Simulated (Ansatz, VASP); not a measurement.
**One calculation of Sn, two programs**

```xyz
2
Lattice="-2.8935 2.8935 1.5623 2.8935 -2.8935 1.5623 2.8935 2.8935 -1.5623" Properties=species:S:1:pos:R:3 pbc="T T T"
Sn    0.0000    2.8935    0.7812
Sn    0.0000    0.0000    0.0000
```

Alike in both runs: functional LDA; k mesh 16 × 16 × 16; occupations gaussian, width 0.05 eV; no spin polarisation.

Ansatz relaxed the structure, and its values are those at the end. VASP's run is a single point on that final structure, the one shown.

|  | VASP | Ansatz |
| --- | --- | --- |
| version | VASP 6.6.1 | Ansatz 0.2.0 |
| potentials or method | VASP PAW LDA potentials, release 64 (Sn_d), cutoff 520 eV | scalar-relativistic, plane waves, PAW |
| valence electrons in the cell | 28 | 28 |

|  | VASP | Ansatz | Ansatz less VASP |
| --- | --- | --- | --- |
| pressure (GPa) | 0.0 | 0.0 | 0.00 |

LDA's correlation is that of Perdew and Zunger in VASP and of Perdew and Wang (1992) in Ansatz.
